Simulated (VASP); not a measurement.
Crystal: Rh.

```
CELL_PARAMETERS angstrom
0.00000 1.91384 1.91384
1.91384 0.00000 1.91384
1.91384 1.91384 0.00000
ATOMIC_POSITIONS crystal
Rh 0.00000 0.00000 0.00000
```

Base run:

```yaml
Program: VASP 6.6.1
Functional: LDA
Potentials_or_basis: VASP PAW LDA potentials, release 64 (Rh_pv)
Cutoff: 520 eV
k_mesh: 22 × 22 × 22
Occupations: gaussian, width 0.15 eV
Spin: collinear spin, ferromagnetic start
Starting_moments: "[0.25] μB"
Fixed_moment: 0.25 μB
```

Its results: pressure -14.7 GPa; site moments Rh +0.24 μB.

Task: The run is repeated on the same cell with these changes: fixed moment from 0.25 μB to 0.625 μB; moments at the start from [0.25] to [0.62]. What comes out?

Result: Pressure -12.3 GPa; site moments Rh +0.61 μB.

Caveats: the cell stands under tension; the total moment is fixed, so each spin has its own Fermi level and the state may be an excited one.
